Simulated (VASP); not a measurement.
P:

```
CELL_PARAMETERS angstrom
1.64774 -5.46504 0.00000
1.64774 5.46504 0.00000
0.00000 0.00000 4.54364
ATOMIC_POSITIONS crystal
P 0.40414 0.59586 0.91118
P 0.59586 0.40414 0.08882
P 0.09586 0.90414 0.41118
P 0.90414 0.09586 0.58882
```

Base run:

```yaml
Program: VASP 6.6.1
Functional: r2SCAN
Potentials_or_basis: VASP PAW PBE potentials, release 64 (P)
Cutoff: 520 eV
k_mesh: 10 × 10 × 7
Occupations: fermi-dirac, width 0.05 eV
Spin: no spin polarisation
```

Its results: band gap on the k mesh 0.26 eV; pressure 0.0 GPa; largest force 0.009 eV/Å.

Q: The run is repeated on the same cell with these changes: functional from r2SCAN to PBE. What comes out?

A: Band gap on the k mesh 0.11 eV; pressure 1.7 GPa; largest force 0.288 eV/Å.

Caveats: semilocal functionals underestimate gaps, and a narrow one can read as zero; the PAW data sets were made with another functional, which shifts forces and pressure a little (at least some runs).

A k mesh can miss the band edges.
